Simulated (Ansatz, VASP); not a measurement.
**GaP in VASP and in Ansatz**

INCAR

```
  ALGO = Normal
  EDIFF = 1E-6
  ENCUT = 500
  GGA = PS
  GGA_COMPAT = F
  ISIF = 2
  ISMEAR = 0
  LASPH = T
  LCHARG = F
  LREAL = F
  LWAVE = F
  NBANDS = 16
  NELM = 120
  PREC = Accurate
  SIGMA = 0.02
```

File KPOINTS:

```
k-points
0
Gamma
  8 8 8
```

The input POSCAR:

```
GaP
1.0
    0.0000000000      2.7725567785      2.7725567785
    2.7725567785      0.0000000000      2.7725567785
    2.7725567785      2.7725567785      0.0000000000
Ga P
1 1
Direct
    0.0000000000      0.0000000000      0.0000000000
    0.2500000000      0.2500000000      0.2500000000
```

Input for Ansatz:

```yaml
crystal:
  lattice:
    - [0.0, 2.7725567785, 2.7725567785]
    - [2.7725567785, 0.0, 2.7725567785]
    - [2.7725567785, 2.7725567785, 0.0]
  atoms:
    - { symbol: Ga, position: [0.0, 0.0, 0.0] }
    - { symbol: P, position: [0.25, 0.25, 0.25] }
basis:
  ecutwfc: 420
kpoints:
  mp_grid: { grid: [8, 8, 8] }
hamiltonian:
  xc: pbesol
scf:
  occupations: { method: gaussian, width: 0.02 }
output:
  forces: true
  stress: true
  eigenvalues: true
```

Alike in both runs: task single point; functional PBEsol; k mesh 8 × 8 × 8; occupations gaussian, width 0.02 eV; no spin polarisation.

|  | VASP | Ansatz |
| --- | --- | --- |
| version | VASP 6.6.1 | Ansatz 0.2.0 |
| potentials or method | VASP PAW PBE potentials, release 64 (Ga_d, P), cutoff 500 eV | scalar-relativistic, plane waves, PAW |
| valence electrons in the cell | 18 | 18 |

Ansatz gave:

* gap on the k mesh at the Fermi level (eV): 1.33
* least direct gap on the mesh (eV): 1.33
* pressure (GPa): -4.3

What did VASP give for the same quantities?

gap on the k mesh at the Fermi level (eV): 1.33; least direct gap on the mesh (eV): 1.33; pressure (GPa): -4.4.

VASP's potentials were made for PBE, not for PBEsol.
